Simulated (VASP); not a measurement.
MoSe, 2 atoms in the cell. It takes space group Fm-3m (No. 225, cubic). The conventional cell has a = 5.156 Å, b = 5.156 Å, c = 5.156 Å, α = 90.00°, β = 90.00°, γ = 90.00°. Within 3.4 Å of Mo (site symmetry m-3m) lie 6 Se at 2.58 Å. Within 3.4 Å of Se (site symmetry m-3m) lie 6 Mo at 2.58 Å. 

* Program: VASP 6.6.1
* Task: single point
* Functional: PBE-based screened hybrid with 25 % exact exchange
* Potentials or basis: VASP PAW PBE potentials, release 64 (Mo_sv, Se)
* Cutoff: 520 eV
* k mesh: 4 × 4 × 4
* Occupations: fermi-dirac, width 0.05 eV
* Spin: no spin polarisation
* Dipole correction: no
* Grid for exact exchange (PRECFOCK): Normal
* Share of exact exchange: 0.25
* Further INCAR settings: ALGO = Normal; EDIFF = 1e-07; NBANDS = 17
* Screening parameter: 0.3 1/Å

Potentials or basis: VASP PAW PBE potentials, release 64 (Mo_sv, Se).

Run with:

```console
$ cat potpaw_PBE.64/Mo_sv/POTCAR potpaw_PBE.64/Se/POTCAR > POTCAR
$ cp INCAR.step1 INCAR
$ mpirun -np 1 vasp_std > vasp.out
$ cp INCAR.step2 INCAR
$ mpirun -np 1 vasp_std > vasp.out
```

Hardware: 1 thread of AMD EPYC 7R43 64-Core Processor (Zen 3), with other jobs on the host.

How long does it take, and how much memory?

It took 16 min on 1 thread of AMD EPYC 7R43 64-Core Processor (Zen 3) (shared host), peak memory 0.24 GiB. Counts: k points 8.
